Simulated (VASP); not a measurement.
Here is a VASP 6.6.1 calculation.

The input INCAR:

```
PREC = Accurate ; ENCUT = 520
EDIFF = 1E-7 ; ISMEAR = 0
SIGMA = 0.15 ; LREAL = False
LASPH = True ; NELM = 60
ALGO = Normal ; ISIF = 2
LWAVE = False ; LCHARG = False
GGA = CA ; NBANDS = 14
```

File KPOINTS:

```
Automatic mesh
0
Gamma
  18 18 18
```

File POSCAR:

```
HfN
1.0
    0.0000000000      2.4397200000      2.4397200000
    2.4397200000      0.0000000000      2.4397200000
    2.4397200000      2.4397200000      0.0000000000
Hf N
1 1
Direct
    0.0000000000      0.0000000000      0.0000000000
    0.5000000000      0.5000000000      0.5000000000
```

Potentials or basis: VASP PAW LDA potentials, release 64 (Hf_pv, N).

Run with:

```sh
$ cat potpaw_LDA.64/Hf_pv/POTCAR potpaw_LDA.64/N/POTCAR > POTCAR
$ mpirun -np 1 vasp_std > vasp.out
```

(1) What does it give for the pressure?

Results:

(1) -46.0 GPa.

Caveat: the cell differs from its parent crystal (strain +0.080 along x and y, +0.080 along z).
